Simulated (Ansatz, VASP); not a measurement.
GaN: VASP beside Ansatz

File INCAR:

```
SYSTEM = GaN
ALGO     = Normal         ! electronic algorithm
EDIFF    = 1E-6           ! SCF threshold, eV
ENCUT    = 520            ! plane-wave cutoff, eV
GGA      = PE             ! functional
ISIF     = 2              ! what is computed and relaxed
ISMEAR   = 0              ! smearing method
LASPH    = .True.         ! aspherical terms in the spheres
LCHARG   = .False.        ! write CHGCAR
LREAL    = .False.        ! projectors in reciprocal space
LWAVE    = .False.        ! write WAVECAR
NBANDS   = 26             ! bands
NELM     = 60             ! most SCF steps
PREC     = Accurate       ! precision mode
SIGMA    = 0.02           ! smearing width, eV
```

File KPOINTS:

```
k-points
0
Gamma
  12 12 6
  0 0 0
```

POSCAR

```
GaN
1.0
    3.0896354800     -0.0017671683      0.0000000000
   -1.5464278616      2.8218220123      0.0000000000
    0.0000000000      0.0000000000      5.2750308643
Ga N
2 2
Direct
    0.6650288088      0.3301676547      0.5008229765
    0.3349711912      0.6698323453      1.0008229765
    0.6615041568      0.3234641208      0.8741770235
    0.3384958432      0.6765358792      0.3741770235
```

Input for Ansatz:

```yaml
crystal:
  lattice:
    - [3.08963548, -0.0017671683, 0.0]
    - [-1.5464278616, 2.8218220123, 0.0]
    - [0.0, 0.0, 5.2750308643]
  atoms:
    - { symbol: Ga, position: [0.6650288088, 0.3301676547, 0.5008229765] }
    - { symbol: Ga, position: [0.3349711912, 0.6698323453, 1.0008229765] }
    - { symbol: "N", position: [0.6615041568, 0.3234641208, 0.8741770235] }
    - { symbol: "N", position: [0.3384958432, 0.6765358792, 0.3741770235] }
basis:
  ecutwfc: 420
kpoints:
  mp_grid: { grid: [12, 12, 6] }
  band_path: { path: [VBM, CBM], npoints: 2 }
hamiltonian:
  xc: pbe
scf:
  occupations: { method: gaussian, width: 0.02 }
output:
  forces: true
  stress: true
  eigenvalues: true
checkpoint:
  read: start.run
  write: ck
  compress: false
  write_wavefunctions: false
  write_every: 100000
```

Alike in both runs: task single point; functional PBE; k mesh 12 × 12 × 6; occupations gaussian, width 0.02 eV; no spin polarisation.

|  | VASP | Ansatz |
| --- | --- | --- |
| version | VASP 6.6.1 | Ansatz 0.2.0 |
| potentials or method | VASP PAW PBE potentials, release 64 (Ga_d, N), cutoff 520 eV | scalar-relativistic, plane waves, PAW |
| valence electrons in the cell | 36 | 36 |

|  | VASP | Ansatz | Ansatz less VASP |
| --- | --- | --- | --- |
| gap on the k mesh at the Fermi level (eV) | 1.59 | 1.58 | -0.006 |
| least direct gap on the mesh (eV) | 1.59 | 1.58 | -0.006 |
| pressure (GPa) | 4.1 | 4.0 | -0.08 |
| traceless stress, the component that is largest in VASP (GPa) | 7.96 | 7.95 | -0.010 |
